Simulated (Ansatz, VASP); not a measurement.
**One calculation of BN, two programs**

```
B N
1.0
     3.04869    0.00000    0.00000
    -1.52435    2.64025    0.00000
     0.00000    0.00000    4.96937
B N
2 2
Direct
  0.33333 0.66667 0.00000
  0.66667 0.33333 0.50000
  0.33333 0.66667 0.37600
  0.66667 0.33333 0.87600
```

Alike in both runs: task relaxation of cell and atoms; functional PBE; k mesh 12 × 12 × 6; occupations fermi-dirac, width 0.05 eV; no spin polarisation.

|  | VASP | Ansatz |
| --- | --- | --- |
| version | VASP 6.6.1 | Ansatz 0.2.0 |
| potentials or method | VASP PAW PBE potentials, release 64 (B, N) | PAW with Ansatz's default frozen-core files, scalar-relativistic |
| plane-wave cutoff (eV) | 600 | 420 |
| valence electrons in the cell | 16 | 16 |

|  | VASP | Ansatz | Ansatz less VASP |
| --- | --- | --- | --- |
| gap on the k mesh at the Fermi level, each at its own relaxed structure (eV) | 5.21 | 5.23 | +0.018 |
| relaxed volume (Å³/atom) | 5.97 | 5.97 | -0.006 |
| relaxed cell length with the largest relative difference (Å) | 2.555 | 2.555 | -0.0009 |

Noted on VASP's run: the volume moved by over 15 % at a fixed basis, so the end points are rough.
